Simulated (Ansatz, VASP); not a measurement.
**Two plane-wave programs on WC4**

```xyz
5
Lattice="2.9765 0.0000 0.0000 -1.4882 2.5777 0.0000 0.0000 0.0000 6.6537" Properties=species:S:1:pos:R:3 pbc="T T T"
W     0.0000    1.7185    3.3269
C     0.0000    0.0000    0.6394
C     0.0000    0.0000    6.0143
C     0.0000    0.0000    1.9574
C     0.0000    0.0000    4.6963
```

Alike in both runs: functional PBE; k mesh 12 × 12 × 6; occupations gaussian, width 0.1 eV; no spin polarisation.

Ansatz relaxed the structure, and its values are those at the end. VASP's run is a single point on that final structure, the one shown.

```csv
,VASP,Ansatz
version,VASP 6.6.1,Ansatz 0.2.0
potentials or method,"VASP PAW PBE potentials, release 64 (W_sv, C), cutoff 520 eV","scalar-relativistic, plane waves, PAW"
valence electrons in the cell,30,30
```

```tsv
	VASP	Ansatz	Ansatz less VASP
gap on the k mesh at the Fermi level (eV)	none	none	-
pressure (GPa)	0.3	0.0	-0.33
rms of the force components (eV/Å)	0.009	0.000	-0.0092
```

A gap of «none» marks a metal or a gap that the smearing closes.

Spin-orbit coupling is off throughout.
